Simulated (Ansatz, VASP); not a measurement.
BN: VASP beside Ansatz

INCAR

```
SYSTEM = BN
ALGO = Normal
EDIFF = 1E-7
ENCUT = 520
GGA = PE
ISIF = 2
ISMEAR = 0
IVDW = 12
LASPH = .True.
LCHARG = .False.
LREAL = .False.
LWAVE = .False.
NBANDS = 26
NELM = 60
PREC = Accurate
SIGMA = 0.05
```

File KPOINTS:

```
k-points
0
Gamma
  10 10 2
  0 0 0
```

Contents of POSCAR:

```
BN
1.0
   -2.5064381127      0.0000000000      0.0000000000
   -1.2532190563     -2.1706390786      0.0000000000
    0.0000000000      0.0000000000     13.2336949040
B N
4 4
Direct
    0.3333333333      0.3333333333      0.1250000000
    0.3333333333      0.3333333333      0.6250000000
    0.6666666667      0.6666666667      0.3750000000
    0.6666666667      0.6666666667      0.8750000000
    0.3333333333      0.3333333333      0.3750000000
    0.3333333333      0.3333333333      0.8750000000
    0.6666666667      0.6666666667      0.1250000000
    0.6666666667      0.6666666667      0.6250000000
```

Input for Ansatz:

```yaml
crystal:
  lattice:
    - [-2.5064381127, 0.0, 0.0]
    - [-1.2532190563, -2.1706390786, 0.0]
    - [0.0, 0.0, 13.233694904]
  atoms:
    - { symbol: B, position: [0.3333333333, 0.3333333333, 0.125] }
    - { symbol: B, position: [0.3333333333, 0.3333333333, 0.625] }
    - { symbol: B, position: [0.6666666667, 0.6666666667, 0.375] }
    - { symbol: B, position: [0.6666666667, 0.6666666667, 0.875] }
    - { symbol: "N", position: [0.3333333333, 0.3333333333, 0.375] }
    - { symbol: "N", position: [0.3333333333, 0.3333333333, 0.875] }
    - { symbol: "N", position: [0.6666666667, 0.6666666667, 0.125] }
    - { symbol: "N", position: [0.6666666667, 0.6666666667, 0.625] }
basis:
  ecutwfc: 420
kpoints:
  mp_grid: { grid: [10, 10, 2] }
hamiltonian:
  xc: pbe
  dispersion: d3bj
scf:
  occupations: { method: gaussian, width: 0.05 }
output:
  forces: true
  stress: true
  eigenvalues: true
  write_density: true
  write_potential: true
  elf: true
  volumetric_format: npy
```

Alike in both runs: task single point; functional PBE; dispersion D3(BJ); k mesh 10 × 10 × 2; occupations gaussian, width 0.05 eV; no spin polarisation.

|  | VASP | Ansatz |
| --- | --- | --- |
| version | VASP 6.6.1 | Ansatz 0.2.0 |
| potentials or method | VASP PAW PBE potentials, release 64 (B, N), cutoff 520 eV | scalar-relativistic, plane waves, PAW |
| valence electrons in the cell | 32 | 32 |

|  | VASP | Ansatz | Ansatz less VASP |
| --- | --- | --- | --- |
| gap on the k mesh at the Fermi level (eV) | 4.22 | 4.23 | +0.007 |
| least direct gap on the mesh (eV) | 4.66 | 4.66 | +0.004 |
| pressure (GPa) | 0.1 | 0.0 | -0.07 |
| traceless stress, the component that is largest in VASP (GPa) | -0.22 | -0.01 | +0.207 |
